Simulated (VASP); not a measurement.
# ZrO2 (Cubic zirconia) (Fm-3m) in VASP: further runs

Runs on ZrO2 (Cubic zirconia). Level: PBE. Tasks: single point.

Everything below comes from runs of VASP 6.6.1. Logs are shortened: lines on timing, memory, paths and dates and some standing lists are left out, and cuts for length are marked.

### 1 The cell of the first run

It takes space group Fm-3m (No. 225, cubic). Conventional cell: a = 5.070 Å, b = 5.070 Å, c = 5.070 Å, α = 90.00°, β = 90.00°, γ = 90.00°. Within 2.9 Å of Zr (site symmetry m-3m) lie 8 O at 2.20 Å. Within 2.9 Å of O (site symmetry -43m) lie 4 Zr at 2.20 Å and 6 O at 2.54 Å.

### 2 Single point, PBE

File INCAR:

```
SYSTEM = ZrO2
PREC     = Accurate       ! precision mode
ENCUT    = 600            ! plane-wave cutoff, eV
EDIFF    = 1E-6           ! SCF threshold, eV
ISMEAR   = 0              ! smearing method
SIGMA    = 0.01           ! smearing width, eV
LREAL    = .False.        ! projectors in reciprocal space
LASPH    = .True.         ! aspherical terms in the spheres
NELM     = 120            ! most SCF steps
ALGO     = Normal         ! electronic algorithm
ISIF     = 2              ! what is computed and relaxed
LWAVE    = .False.        ! write WAVECAR
LCHARG   = .False.        ! write CHGCAR
GGA      = PE             ! functional
NBANDS   = 19             ! bands
GGA_COMPAT= .False.
```

File KPOINTS:

```
regular mesh
0
Gamma
  6 6 6
  0 0 0
```

File POSCAR:

```
ZrO2
1.0
    0.0000000000      2.5350000000      2.5350000000
    2.5350000000      0.0000000000      2.5350000000
    2.5350000000      2.5350000000      0.0000000000
Zr O
1 2
Direct
    0.0000000000      0.0000000000      0.0000000000
    0.2500000000      0.2500000000      0.2500000000
    0.7500000000      0.7500000000      0.7500000000
```

Potentials or basis: VASP PAW PBE potentials, release 64 (Zr_sv, O).

Started as:

```bash
$ cat potpaw_PBE.64/Zr_sv/POTCAR potpaw_PBE.64/O/POTCAR > POTCAR
$ mpirun -np 1 vasp_std > vasp.out
```

OUTCAR:

```text
SYSTEM = ZrO2
   PREC = Accurate
   ENCUT = 600
   EDIFF = 1E-6
   ISMEAR = 0
   LREAL = .False.
   LASPH = .True.
   NELM = 120
   ISIF = 2
   GGA = PE

 ion  position               nearest neighbor table
   1  0.000  0.000  0.000-   3 2.20   3 2.20   3 2.20   2 2.20   3 2.20   2 2.20   2 2.20   2 2.20

   2  0.250  0.250  0.250-   1 2.20   1 2.20   1 2.20   1 2.20
   3  0.750  0.750  0.750-   1 2.20   1 2.20   1 2.20   1 2.20

  LATTYP: Found a face centered cubic cell.
 ALAT       =     5.0700000000

  Lattice vectors:

 A1 = (   0.0000000000,   2.5350000000,   2.5350000000)
 A2 = (   2.5350000000,   0.0000000000,   2.5350000000)
 A3 = (   2.5350000000,   2.5350000000,   0.0000000000)

Analysis of symmetry for initial positions (statically):
=====================================================================
 Subroutine PRICEL returns:
 Original cell was already a primitive cell.

 Routine SETGRP: Setting up the symmetry group for a
 face centered cubic supercell.

 Subroutine GETGRP returns: Found 48 space group operations
 (whereof 48 operations were pure point group operations)
 out of a pool of 48 trial point group operations.

The static configuration has the point symmetry O_h .

Analysis of symmetry for dynamics (positions and initial velocities):
=====================================================================
 Subroutine PRICEL returns:
 Original cell was already a primitive cell.

 Routine SETGRP: Setting up the symmetry group for a
 face centered cubic supercell.

 Subroutine GETGRP returns: Found 48 space group operations
 (whereof 48 operations were pure point group operations)
 out of a pool of 48 trial point group operations.

The dynamic configuration has the point symmetry O_h .

 Subroutine INISYM returns: Found 48 space group operations
 (whereof 48 operations are pure point group operations),
 and found     1 'primitive' translations

----------------------------------------------------------------------------------------

                                     Primitive cell

  volume of cell :      32.5810

  direct lattice vectors                    reciprocal lattice vectors
     0.000000000  2.535000000  2.535000000    -0.197238659  0.197238659  0.197238659
     2.535000000  0.000000000  2.535000000     0.197238659 -0.197238659  0.197238659
     2.535000000  2.535000000  0.000000000     0.197238659  0.197238659 -0.197238659

  length of vectors
     3.585031381  3.585031381  3.585031381     0.341627378  0.341627378  0.341627378

  position of ions in fractional coordinates (direct lattice)
     0.000000000  0.000000000  0.000000000
     0.250000000  0.250000000  0.250000000
     0.750000000  0.750000000  0.750000000

  ion indices of the primitive-cell ions
   primitive index   ion index
                 1           1
                 2           2
                 3           3

----------------------------------------------------------------------------------------

 KPOINTS: regular mesh

Automatic generation of k-mesh.
 Grid dimensions read from file:
 generate k-points for:    6    6    6

 Generating k-lattice:

  Cartesian coordinates                     Fractional coordinates (reciprocal lattice)
    -0.032873110  0.032873110  0.032873110     0.166666667  0.000000000  0.000000000
     0.032873110 -0.032873110  0.032873110     0.000000000  0.166666667  0.000000000
     0.032873110  0.032873110 -0.032873110     0.000000000  0.000000000  0.166666667

  Length of vectors
     0.056937896  0.056937896  0.056937896

  Shift w.r.t. Gamma in fractional coordinates (k-lattice)
     0.000000000  0.000000000  0.000000000

 Subroutine IBZKPT returns following result:
 ===========================================

 Found     16 irreducible k-points:

 Following reciprocal coordinates:
            Coordinates               Weight
  0.000000  0.000000  0.000000      1.000000
  0.166667  0.000000  0.000000      8.000000
  0.333333  0.000000  0.000000      8.000000
  0.500000  0.000000  0.000000      4.000000
  0.166667  0.166667  0.000000      6.000000
  0.333333  0.166667  0.000000     24.000000
[... 8 lines left out ...]
 -0.333333  0.333333  0.166667     24.000000
 -0.333333  0.500000  0.166667     12.000000
   k-points           NKPTS =     16   k-points in BZ     NKDIM =     16   number of bands    NBANDS=     19
   number of dos      NEDOS =    301   number of ions     NIONS =      3
   total plane-waves  NPLWV =  27000
   dimension x,y,z NGX =    30 NGY =   30 NGZ =   30
   dimension x,y,z NGXF=    60 NGYF=   60 NGZF=   60
   ions per type =               1   2
   NGX,Y,Z   is equivalent  to a cutoff of  13.91, 13.91, 13.91 a.u.
   NGXF,Y,Z  is equivalent  to a cutoff of  27.82, 27.82, 27.82 a.u.
 SYSTEM =  ZrO2
   PREC   = accura    normal or accurate (medium, high low for compatibility)
   ISTART =      0    job   : 0-new  1-cont  2-samecut
   ICHARG =      2    charge: 1-file 2-atom 10-const
   ISPIN  =      1    spin polarized calculation?
   LNONCOLLINEAR =      F non collinear calculations
   LSORBIT =      F    spin-orbit coupling
   LASPH  =      T    aspherical Exc in radial PAW
   ENCUT  =  600.0 eV  44.10 Ry    6.64 a.u.   7.16  7.16  7.16*2*pi/ulx,y,z
   NELM   =    120;   NELMIN=  2; NELMDL= -5     # of ELM steps
   EDIFF  = 0.1E-05   stopping-criterion for ELM
   LREAL  =      F    real-space projection
   EDIFFG = 0.1E-04   stopping-criterion for IOM
   NSW    =      0    number of steps for IOM
   IBRION =     -1    ionic relax: 0-MD 1-quasi-New 2-CG
   NFREE  =      0    steps in history (QN), initial steepest desc. (CG)
   ISIF   =      2    stress and relaxation
   ISYM   =      2    0-nonsym 1-usesym 2-fastsym
   POTIM  = 0.5000    time-step for ionic-motion
   TEBEG  =    0.0;   TEEND  =   0.0 temperature during run
   PSTRESS=    0.0 pullay stress
   NELECT =      24.0000    total number of electrons
   NUPDOWN=      -1.0000    fix difference up-down
   EMIN   =  10.00;   EMAX   =-10.00  energy-range for DOS
   EFERMI =   0.00;   METHOD = LEGACY
   ISMEAR =     0;   SIGMA  =   0.01  broadening in eV -4-tet -1-fermi 0-gaus
   EFERMI_NEDOS =   21; number of points for ismear=-14 and -15
   IALGO  =     38    algorithm
   IMIX   =      4    mixing-type and parameters
     AMIX     =   0.40;   BMIX     =  1.00
     AMIX_MAG =   1.60;   BMIX_MAG =  1.00
  volume/ion in A,a.u.               =      10.86        73.29
  Fermi-wavevector in a.u.,A,eV,Ry     =   1.478509  2.793977 29.742181  2.185989
  Thomas-Fermi vector in A             =   2.592781
   LORBIT       =      0    0 simple, 1 ext, 2 COOP (PROOUT), +10 PAW based schemes
   GGA     = PE    functional components
   LHFCALC =     F    Hartree Fock is set to
   AEXX    =    0.0000 exact exchange contribution
   IVDW    =     0    specifies the selected vdW correction
   LEPSILON=     F    determine dielectric tensor
   LRPA    =     F    only Hartree local field effects (RPA)
 non-spin polarized calculation
 Gauss-broadening in eV      SIGMA  =   0.01
  energy-cutoff  :      600.00
  volume of cell :       32.58
 maximum number of plane-waves:      1106
 NGX is ok and might be reduce to    30
   NGX = 15   NGY = 15   NGZ = 15

 number of electron      23.9999997 magnetization

 Free energy of the ion-electron system (eV)
  ---------------------------------------------------
  ext. energy  EPLUGINS =         0.00000000
  ---------------------------------------------------
  free energy    TOTEN  =       -28.55180518 eV

  energy without entropy =      -28.55180518  energy(sigma->0) =      -28.55180518

 E-fermi :   7.4303     XC(G=0): -11.8462

 val. band max:        7.3557808304   @ k =   0.5000   0.5000   0.0000
 cond. band min:      10.7423707185   @ k =   0.0000   0.0000   0.0000
 fundamental gap:      3.3865898880
 Fermi energy:         7.4303198994

 k-point     1 :       0.0000    0.0000    0.0000
  band No.  band energies     occupation
      1     -40.6761      2.00000
      2     -18.4979      2.00000
      3     -18.4979      2.00000
      4     -18.4979      2.00000
      5     -10.8966      2.00000
      6      -8.2963      2.00000
[... 11 lines left out ...]
     18      16.8665      0.00000
     19      21.8383      0.00000

 k-point     2 :       0.1667    0.0000    0.0000
  band No.  band energies     occupation
      1     -40.6637      2.00000
      2     -18.6965      2.00000
      3     -18.5165      2.00000
      4     -18.5165      2.00000
      5     -10.5208      2.00000
      6      -8.5565      2.00000
[... 11 lines left out ...]
     18      16.4872      0.00000
     19      21.2949      0.00000

 k-point     3 :       0.3333    0.0000    0.0000
  band No.  band energies     occupation
      1     -40.6388      2.00000
      2     -19.0545      2.00000
      3     -18.5532      2.00000
      4     -18.5532      2.00000
      5      -9.9755      2.00000
      6      -8.7853      2.00000
[... 11 lines left out ...]
     18      16.8904      0.00000
     19      20.7776      0.00000

 k-point     4 :       0.5000    0.0000    0.0000
  band No.  band energies     occupation
      1     -40.6263      2.00000
      2     -19.2182      2.00000
      3     -18.5714      2.00000
      4     -18.5714      2.00000
      5      -9.9289      2.00000
      6      -8.6320      2.00000
[... 231 lines left out ...]
     18      18.2503      0.00000
     19      22.2151      0.00000

 k-point    15 :      -0.3333    0.3333    0.1667
  band No.  band energies     occupation
      1     -40.6139      2.00000
      2     -19.0626      2.00000
      3     -18.8920      2.00000
      4     -18.6430      2.00000
      5      -9.3126      2.00000
      6      -8.9923      2.00000
[... 11 lines left out ...]
     18      18.8583      0.00000
     19      22.5536      0.00000

 k-point    16 :      -0.3333    0.5000    0.1667
  band No.  band energies     occupation
      1     -40.6098      2.00000
      2     -19.1370      2.00000
      3     -18.8402      2.00000
      4     -18.6842      2.00000
      5      -9.3190      2.00000
      6      -8.9058      2.00000
[... 11 lines left out ...]
     18      20.0167      0.00000
     19      22.3455      0.00000

------------------------ aborting loop because EDIFF is reached ----------------------------------------

  FORCE on cell =-STRESS in cart. coord.  units (eV):
  Direction    XX          YY          ZZ          XY          YZ          ZX
  --------------------------------------------------------------------------------------
  -------------------------------------------------------------------------------------
  Total        1.3937296      1.3937296      1.3937296      0.0000000      0.0000000     -0.0000000
  in kB       68.5370219     68.5370219     68.5370219      0.0000000      0.0000000     -0.0000000
  external PRESSURE =      68.5370219 kB  Pullay stress =       0.0000000 kB

 VOLUME and BASIS-vectors are now :
 -----------------------------------------------------------------------------
  energy-cutoff  :      600.00
  volume of cell :       32.58
      direct lattice vectors                 reciprocal lattice vectors
     0.000000000  2.535000000  2.535000000    -0.197238659  0.197238659  0.197238659
     2.535000000  0.000000000  2.535000000     0.197238659 -0.197238659  0.197238659
     2.535000000  2.535000000  0.000000000     0.197238659  0.197238659 -0.197238659

 POSITION                                       TOTAL-FORCE (eV/Angst)
 -----------------------------------------------------------------------------------
      0.00000      0.00000      0.00000        -0.000000     -0.000000      0.000000
      1.26750      1.26750      1.26750         0.000000      0.000000     -0.000000
      3.80250      3.80250      3.80250         0.000000     -0.000000      0.000000
 -----------------------------------------------------------------------------------
    total drift:                                0.000000     -0.000000      0.000000

  FREE ENERGIE OF THE ION-ELECTRON SYSTEM (eV)
  ---------------------------------------------------
  free  energy   TOTEN  =       -28.5518051791 eV

  energy  without entropy=      -28.5518051791  energy(sigma->0) =      -28.55180518
```

Run time: 34 s. Hardware: 1 thread of Intel Xeon 8259CL, shared host; peak memory 0.17 GiB.

Results:

```yaml
Free_energy: -28.5518 eV
Pressure: 6.9 GPa
Band_gap_on_the_k_mesh: 3.39 eV, indirect (least direct gap 3.84 eV)
```

A k mesh can miss the band edges. A hybrid or GW would open this gap; PBE tends to underestimate it.

### 3 Single point, PBE

This run uses another cell than the first one, of 11.29 Å³/atom, 1.040 times its volume.

File INCAR:

```
SYSTEM = ZrO2
  PREC = Accurate
  ENCUT = 600
  EDIFF = 1E-6
  ISMEAR = 0
  SIGMA = 0.01
  LREAL = .False.
  LASPH = .True.
  NELM = 120
  ALGO = Normal
  ISIF = 2
  LWAVE = .False.
  LCHARG = .False.
  GGA = PE
  NBANDS = 19
  GGA_COMPAT = .False.
```

File KPOINTS:

```
Automatic mesh
0
Gamma
  6 6 6
  0 0 0
```

File POSCAR:

```
ZrO2
1.0
    0.0000000000      2.5683590887      2.5683590887
    2.5683590887      0.0000000000      2.5683590887
    2.5683590887      2.5683590887      0.0000000000
Zr O
1 2
Direct
    0.0000000000      0.0000000000      0.0000000000
    0.2500000000      0.2500000000      0.2500000000
    0.7500000000      0.7500000000      0.7500000000
```

Potentials or basis: VASP PAW PBE potentials, release 64 (Zr_sv, O).

Started as:

```bash
$ cat potpaw_PBE.64/Zr_sv/POTCAR potpaw_PBE.64/O/POTCAR > POTCAR
$ mpirun -np 1 vasp_std > vasp.out
```

Wall time 34 s (1 thread of Intel Xeon 8259CL, shared host); peak memory 0.17 GiB.

The run converged. Its results:

```yaml
Free_energy: -28.5712 eV
Pressure: -2.7 GPa
Band_gap_on_the_k_mesh: 3.28 eV, indirect (least direct gap 3.70 eV)
```

Levels at points of the mesh, in eV from the valence-band top:
| k point | band 9 | band 10 | band 11 | band 12 | band 13 | band 14 | band 15 | band 16 |
| --- | --- | --- | --- | --- | --- | --- | --- | --- |
| (0.00, 0.00, 0.00) | -5.07 | -0.52 | -0.52 | -0.52 | 3.28 | 3.28 | 6.38 | 9.04 |
| (0.50, 0.00, 0.00) | -2.48 | -2.45 | -1.62 | -1.62 | 3.89 | 3.89 | 5.84 | 8.18 |
| (0.50, 0.50, 0.00) | -3.10 | -1.47 | -1.47 | 0.00 | 3.70 | 4.59 | 5.59 | 7.04 |

A k mesh can miss the band edges. PBE gaps usually lie below the measured ones, often by a third to a half.

### 4 Single point, PBE

This run uses another cell than the first one, of 11.73 Å³/atom, 1.080 times its volume.

File INCAR:

```
PREC = Accurate ; ENCUT = 600
EDIFF = 1E-6 ; ISMEAR = 0
SIGMA = 0.01 ; LREAL = F
LASPH = T ; NELM = 120
ALGO = Normal ; ISIF = 2
LWAVE = F ; LCHARG = F
GGA = PE ; NBANDS = 19
GGA_COMPAT = F
```

File KPOINTS:

```
Automatic mesh
0
Gamma
  6 6 6
```

File POSCAR:

```
ZrO2
1.0
    0.0000000000      2.6008734149      2.6008734149
    2.6008734149      0.0000000000      2.6008734149
    2.6008734149      2.6008734149      0.0000000000
Zr O
1 2
Direct
    0.0000000000      0.0000000000      0.0000000000
    0.2500000000      0.2500000000      0.2500000000
    0.7500000000      0.7500000000      0.7500000000
```

Started as:

```bash
$ cat potpaw_PBE.64/Zr_sv/POTCAR potpaw_PBE.64/O/POTCAR > POTCAR
$ mpirun -np 1 vasp_std > vasp.out
```

It took 30 s on 1 thread of Intel Xeon 8259CL, shared host; peak memory 0.17 GiB.

The run converged. Its results:

- Free energy: -28.5195 eV
- Pressure: -10.5 GPa
- Band gap on the k mesh: 3.17 eV, indirect (least direct gap 3.56 eV)

Levels at points of the mesh, in eV from the valence-band top:
| k point | band 10 | band 11 | band 12 | band 13 | band 14 | band 15 |
| --- | --- | --- | --- | --- | --- | --- |
| (0.00, 0.00, 0.00) | -0.51 | -0.51 | -0.51 | 3.17 | 3.17 | 6.10 |
| (0.50, 0.00, 0.00) | -2.40 | -1.58 | -1.58 | 3.74 | 3.74 | 5.51 |
| (0.50, 0.50, 0.00) | -1.42 | -1.42 | 0.00 | 3.56 | 4.39 | 5.26 |

A k mesh can miss the band edges. Expect the measured gap to be larger: semilocal functionals such as PBE lack the derivative discontinuity.

### 5 The runs side by side

| cell | gap on the mesh (eV) | pressure (GPa) |
| --- | --- | --- |
| a = 3.585 Å, angles 60.0°, 3 atoms | 3.39 | 6.9 |
| a = 3.632 Å, angles 60.0°, 3 atoms | 3.28 | -2.7 |
| a = 3.678 Å, angles 60.0°, 3 atoms | 3.17 | -10.5 |

Alike in all rows: task single point; level PBE; potentials or basis VASP PAW PBE potentials, release 64 (Zr_sv, O); no spin polarisation; k mesh 6 × 6 × 6; cutoff (eV) 600; smearing gaussian 0.01 eV.

Total energies depend on the potentials used, so only differences within one code and one set of settings carry meaning.
